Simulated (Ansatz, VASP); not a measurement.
**Ru in VASP and in Ansatz**

```
Ru
1.0
     2.70580    0.00000    0.00000
    -1.35290    2.34329    0.00000
     0.00000    0.00000    4.28190
Ru
2
Direct
  0.36534 0.73068 0.21497
  0.66667 0.33333 0.75000
```

Alike in both runs: task single point; functional PBE; k mesh 24 × 24 × 12; occupations gaussian, width 0.15 eV; no spin polarisation.

```csv
,VASP,Ansatz
version,VASP 6.6.1,Ansatz 0.2.0
potentials or method,"VASP PAW PBE potentials, release 64 (Ru_pv), cutoff 520 eV","scalar-relativistic, plane waves, PAW"
valence electrons in the cell,28,32
```

|  | VASP | Ansatz | Ansatz less VASP |
| --- | --- | --- | --- |
| gap on the k mesh at the Fermi level (eV) | none | none | - |
| pressure (GPa) | 9.9 | 9.9 | -0.06 |
| traceless stress, the component that is largest in VASP (GPa) | -5.55 | -5.45 | +0.097 |
| rms of the force components (eV/Å) | 1.318 | 1.301 | -0.0176 |

Atom by atom the forces differ by 0.018 eV/Å (rms over components). A gap of «none» marks a metal or a gap that the smearing closes. With one functional, cell and mesh, what is left measures potentials, basis and numerics. VASP's potentials hold 28 valence electrons a cell and Ansatz's 32, so a difference there can come from the potentials and not from the codes.
